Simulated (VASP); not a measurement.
Here is a VASP 6.6.1 calculation.

Contents of INCAR:

```
SYSTEM = ZnS
ALGO = Normal
EDIFF = 1E-6
ENCUT = 500
GGA = CA
GGA_COMPAT = .False.
ISIF = 2
ISMEAR = 0
LASPH = .True.
LCHARG = .False.
LREAL = .False.
LWAVE = .False.
NBANDS = 16
NELM = 120
PREC = Accurate
SIGMA = 0.02
```

File KPOINTS:

```
k-points
0
Gamma
  10 10 10
  0 0 0
```

POSCAR

```
ZnS
1.0
    0.0000000000      2.6746932595      2.6746932595
    2.6746932595      0.0000000000      2.6746932595
    2.6746932595      2.6746932595      0.0000000000
Zn S
1 1
Direct
    0.2500000000      0.2500000000      0.2500000000
    0.0000000000      0.0000000000      0.0000000000
```

Potentials or basis: VASP PAW LDA potentials, release 64 (Zn, S).

Command:

```bash
$ cat potpaw_LDA.64/Zn/POTCAR potpaw_LDA.64/S/POTCAR > POTCAR
$ mpirun -np 1 vasp_std > vasp.out
```

Question: Estimate the band gap on the k mesh.

Answer: 2.03 eV.

Question: Estimate the pressure.

Answer: -2.2 GPa.

A hybrid or GW would open this gap; LDA tends to underestimate it.
